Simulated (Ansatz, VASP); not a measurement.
**One calculation of PbS, two programs**

```xyz
2
Lattice="0.0000 2.9513 2.9513 2.9513 0.0000 2.9513 2.9513 2.9513 0.0000" Properties=species:S:1:pos:R:3 pbc="T T T"
Pb    0.0000    0.0000    0.0000
S     2.9513    2.9513    2.9513
```

Alike in both runs: task single point; functional PBEsol; k mesh 14 × 14 × 14; occupations fermi-dirac, width 0.1 eV; no spin polarisation.

|  | VASP | Ansatz |
| --- | --- | --- |
| version | VASP 6.6.1 | Ansatz 0.2.0 |
| potentials or method | VASP PAW PBE potentials, release 64 (Pb_d, S), cutoff 520 eV | all-electron LAPW, scalar-relativistic |

|  | VASP | Ansatz | Ansatz less VASP |
| --- | --- | --- | --- |
| pressure (GPa) | -0.1 | 0.0 | +0.07 |

VASP's potentials were made for PBE, not for PBEsol. Ansatz ran all-electron here, and VASP with PAW potentials.

Neither program's run includes spin-orbit coupling.
